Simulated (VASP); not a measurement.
Runs of VASP 6.6.1 on SbPt. The structure is that of space group P6_3/mmc (No. 194), or close to it. The cells are those of the table. 

```tsv
cell	k mesh	gap on the mesh (eV)	pressure (GPa)
a = 4.171, b = 4.171, c = 5.468 Å, angles 90.0, 90.0, 120.0°, 4 atoms	12 × 12 × 8	none	-0.2
a = 4.149, b = 4.149, c = 5.551 Å, angles 90.0, 90.0, 120.0°, 4 atoms	12 × 12 × 10	none	-1.0
a = 4.186, b = 4.186, c = 5.386 Å, angles 90.0, 90.0, 120.0°, 4 atoms	12 × 12 × 10	none	1.2
a = 4.126, b = 4.126, c = 5.633 Å, angles 90.0, 90.0, 120.0°, 4 atoms	12 × 12 × 10	none	-1.6
a = 4.155, b = 4.155, c = 5.551 Å, angles 90.0, 90.0, 120.0°, 4 atoms	12 × 12 × 10	none	-1.4
a = 4.074, b = 4.074, c = 5.387 Å, angles 90.0, 90.0, 120.0°, 4 atoms	12 × 12 × 8	none	10.0
a = 4.264, b = 4.264, c = 5.546 Å, angles 90.0, 90.0, 120.0°, 4 atoms	12 × 12 × 8	none	-7.3
a = 4.325, b = 4.325, c = 5.595 Å, angles 90.0, 90.0, 120.0°, 4 atoms	12 × 12 × 8	none	(a)
a = 4.123, b = 4.123, c = 5.428 Å, angles 90.0, 90.0, 120.0°, 4 atoms	12 × 12 × 8	none	4.4
a = 4.218, b = 4.218, c = 5.222 Å, angles 90.0, 90.0, 120.0°, 4 atoms	12 × 12 × 10	none	4.6
a = 4.171, b = 4.171, c = 5.468 Å, angles 90.0, 90.0, 120.0°, 4 atoms	12 × 12 × 10	none	-0.2
a = 4.190, b = 4.190, c = 5.386 Å, angles 90.0, 90.0, 120.0°, 4 atoms	12 × 12 × 10	none	(b)
```

Alike in all rows: task single point; level PBEsol; potentials or basis VASP PAW PBE potentials, release 64 (Sb, Pt); no spin polarisation; cutoff (eV) 520; smearing gaussian 0.1 eV.

Task: Fill in the values left out.

Result: (a) -10.7; (b) 0.9.

Caveats: the PAW data sets were made with another functional, which shifts forces and pressure a little; spin-orbit coupling is left out, which moves the levels of the heavy elements.

A k mesh can miss the band edges, and the runs leave out spin-orbit coupling on Pt, Sb.

A gap of «none» marks levels without a gap at the run's occupations.
